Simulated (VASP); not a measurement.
Set up this calculation in VASP 6.6.1, as the native input.

- Task: single point
- Functional: PBE
- Potentials or basis: VASP PAW PBE potentials, release 64 (Mo_sv, W_sv)
- Cutoff: 520 eV
- k mesh: 6 × 6 × 6
- Occupations: gaussian, width 0.1 eV
- Spin: collinear spin, ferromagnetic start
- Starting moments: [1.0, 0.0, 0.0] μB
- Dipole correction: no
- Further INCAR settings: ALGO = Normal; EDIFF = 1e-06; NBANDS = 32

The structure of MoW2 lies in POSCAR:

```
MoW2
1.0
    4.4947068611      0.0000000000      0.0000000000
   -2.2473534306      3.8925303243      0.0000000000
    0.0000000000      0.0000000000      2.7482865237
Mo W
1 2
Direct
    0.0000000000      0.0000000000      0.0000000000
    0.6666666667      0.3333333333      0.3309307575
    0.3333333333      0.6666666667      0.6690692425
```

One way to write it, as run:

INCAR

```
  ALGO = Normal
  EDIFF = 1E-6
  ENCUT = 520
  GGA = PE
  ISIF = 2
  ISMEAR = 0
  ISPIN = 2
  LASPH = T
  LCHARG = F
  LMAXMIX = 4
  LORBIT = 11
  LREAL = F
  LWAVE = F
  MAGMOM = 1 0 0
  NBANDS = 32
  NELM = 150
  PREC = Accurate
  SIGMA = 0.1
```

KPOINTS

```
k-points
0
Gamma
  6 6 6
```

Potentials or basis: VASP PAW PBE potentials, release 64 (Mo_sv, W_sv).

The run is started by

```console
$ cat potpaw_PBE.64/Mo_sv/POTCAR potpaw_PBE.64/W_sv/POTCAR > POTCAR
$ mpirun -np 1 vasp_std > vasp.out
```

It gave:

```
Pressure                                              : 0.3 GPa
Largest force                                         : 0.005 eV/Å
Band gap on the k mesh                                : zero (filled and empty bands overlap)
Net moment                                            : 0.00 μB per cell
Valence electrons inside the program's atomic spheres : Mo 12.49; W 12.05
```

Caveat: the k points lie up to 0.38 Å⁻¹ apart; spin-orbit coupling is left out, which moves the levels of the heavy elements.

It took 39 s on 1 thread of Intel(R) Xeon(R) 6975P-C (Granite Rapids) (shared host), peak memory 0.23 GiB.
